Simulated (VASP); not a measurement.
Runs of VASP 6.6.1 on Cs. The structure is that of space group Im-3m (No. 229), or close to it. The cells are those of the table. 

```tsv
task	cell	k mesh	cutoff (eV)	gap on the mesh (eV)	pressure (GPa)
single point	a = 5.517 Å, angles 109.5°, 1 atom	12 × 12 × 12	520	none	-0.1
single point	a = 5.445 Å, angles 109.5°, 1 atom	8 × 8 × 8	520	none	0.0
single point	a = 5.445 Å, angles 109.5°, 1 atom	12 × 12 × 12	520	none	0.0
single point	a = 5.372 Å, angles 109.5°, 1 atom	12 × 12 × 12	520	none	0.1
relaxation of cell and atoms	relaxed from a = 5.235 Å, angles 109.5°, 1 atom	8 × 8 × 8	600	none	0.0
single point	a = 5.587 Å, angles 109.5°, 1 atom	12 × 12 × 12	520	none	-0.1
single point	a = 5.296 Å, angles 109.5°, 1 atom	12 × 12 × 12	520	none	(a)
single point	a = 5.655 Å, angles 109.5°, 1 atom	12 × 12 × 12	520	none	-0.1
```

Alike in all rows: level BLYP; potentials or basis VASP PAW PBE potentials, release 64 (Cs_sv); no spin polarisation; smearing fermi-dirac 0.1 eV.

**Question.** Fill in the values left out.

**Answer.** (a) 0.2.

Caveats: the PAW data sets were made with another functional, which shifts forces and pressure a little; spin-orbit coupling is left out, which moves the levels of the heavy elements.

A k mesh can miss the band edges, and the runs leave out spin-orbit coupling on Cs.

A gap of «none» marks levels without a gap at the run's occupations.
